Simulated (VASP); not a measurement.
# C: single point with PBEsol

Crystal: C.

```
CELL_PARAMETERS angstrom
5.20513 0.00000 0.00000
0.00000 5.20513 0.00000
0.00000 0.00000 5.20513
ATOMIC_POSITIONS crystal
C 0.50000 0.50000 0.50000
```

- Program: VASP 6.6.1
- Task: single point
- Functional: PBEsol
- Potentials or basis: VASP PAW PBE potentials, release 64 (C)
- Cutoff: 600 eV
- k mesh: 5 × 5 × 5
- Occupations: gaussian, width 0.05 eV
- Spin: no spin polarisation
- Dipole correction: no
- Further INCAR settings: ALGO = Normal; EDIFF = 1e-06; NBANDS = 8

- Pressure: -0.4 GPa
- Band gap on the k mesh: zero (band 2 reaches -4.62 eV, above the bottom of band 3 at -4.76 eV)

Levels at points of the mesh, in eV from the Fermi level:
```tsv
k point	band 1	band 2	band 3	band 4	band 5	band 6
(0.00, 0.00, 0.00)	-8.41	0.11	0.11	0.11	4.37	8.61
```

Run time: 9.1 s on 1 thread of Intel Xeon 6975P-C (shared host), peak memory 0.23 GiB.

Caveat: the PAW data sets were made with another functional, which shifts forces and pressure a little.
